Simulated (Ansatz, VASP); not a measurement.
# Ni in VASP and in Ansatz

```
Ni
1.0
     0.00000    1.76795    1.76795
     1.76795    0.00000    1.76795
     1.76795    1.76795    0.00000
Ni
1
Direct
  0.00000 0.00000 0.00000
```

Alike in both runs: task single point; functional PBE; k mesh 4 × 4 × 4; occupations gaussian, width 0.1 eV; collinear spin.

|  | VASP | Ansatz |
| --- | --- | --- |
| version | VASP 6.6.1 | Ansatz 0.2.0 |
| potentials or method | VASP PAW PBE potentials, release 64 (Ni), cutoff 600 eV | scalar-relativistic, plane waves, PAW |
| valence electrons in the cell | 10 | 18 |

Ansatz gave:

```
gap on the k mesh at the Fermi level (eV)                     : none
pressure (GPa)                                                : -6.0
net moment per atom (μB)                                      : 0.59
size of the moment on the site where the two differ most (μB) : 0.64
```

Problem. Which values does VASP return?

Solution. gap on the k mesh at the Fermi level (eV): none; pressure (GPa): -7.1; net moment per atom (μB): 0.59; size of the moment on the site where the two differ most (μB): 0.61.

Site moments also hang on the region over which each program counts them. A gap of «none» marks a metal or a gap that the smearing closes. VASP's potentials hold 10 valence electrons a cell and Ansatz's 18, so a difference there can come from the potentials and not from the codes. Ansatz's warnings: stability check not made.

The k mesh is coarse, so the values compare programs but aren't converged.
